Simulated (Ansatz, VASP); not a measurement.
# HfH in VASP and in Ansatz

The input INCAR:

```
PREC = Accurate ; ENCUT = 600
EDIFF = 1E-7 ; ISMEAR = 0
SIGMA = 0.1 ; LREAL = False
LASPH = True ; NELM = 60
ALGO = Normal ; ISIF = 3
LWAVE = False ; LCHARG = False
GGA = PE ; IBRION = 2
NSW = 100 ; EDIFFG = -0.01
```

Contents of KPOINTS:

```
Automatic mesh
0
Gamma
  18 18 18
```

POSCAR

```
HfH
1.0
    2.9193206793      0.0000000000      0.0000000000
    0.0000000000      2.9193206793      0.0000000000
    0.0000000000      0.0000000000      2.9193206793
Hf H
1 1
Direct
    0.0000000000      0.0000000000      0.0000000000
    0.5000000000      0.5000000000      0.5000000000
```

Input for Ansatz:

```yaml
crystal:
  lattice:
    - [2.9193206793, 0.0, 0.0]
    - [0.0, 2.9193206793, 0.0]
    - [0.0, 0.0, 2.9193206793]
  atoms:
    - { symbol: Hf, position: [0.0, 0.0, 0.0] }
    - { symbol: H, position: [0.5, 0.5, 0.5] }
basis:
  ecutwfc: 420
kpoints:
  mp_grid: { grid: [18, 18, 18] }
hamiltonian:
  xc: pbe
scf:
  occupations: { method: gaussian, width: 0.1 }
output:
  forces: true
  stress: true
  eigenvalues: true
relax:
  adjacent_minimum: "off"
  f_tol: 0.01
  max_steps: 80
  cell: { stress_tol: 0.05 }
```

Alike in both runs: task relaxation of cell and atoms; functional PBE; k mesh 18 × 18 × 18; occupations gaussian, width 0.1 eV; no spin polarisation.

```csv
,VASP,Ansatz
version,VASP 6.6.1,Ansatz 0.2.0
potentials or method,"VASP PAW PBE potentials, release 64 (Hf_pv, H), cutoff 600 eV","scalar-relativistic, plane waves, PAW"
valence electrons in the cell,11,27
```

Ansatz gave:

```
gap on the k mesh at the Fermi level, each at its own relaxed structure (eV) : none
relaxed volume (Å³/atom)                                                     : 12.25
relaxed cell length with the largest relative difference (Å)                 : 2.905
```

Question: What did VASP give for the same quantities?

Answer: gap on the k mesh at the Fermi level, each at its own relaxed structure (eV): none; relaxed volume (Å³/atom): 12.20; relaxed cell length with the largest relative difference (Å): 2.900.

A gap of «none» marks a metal or a gap that the smearing closes. VASP's potentials hold 11 valence electrons a cell and Ansatz's 27, so a difference there can come from the potentials and not from the codes.

Neither program's run includes spin-orbit coupling.
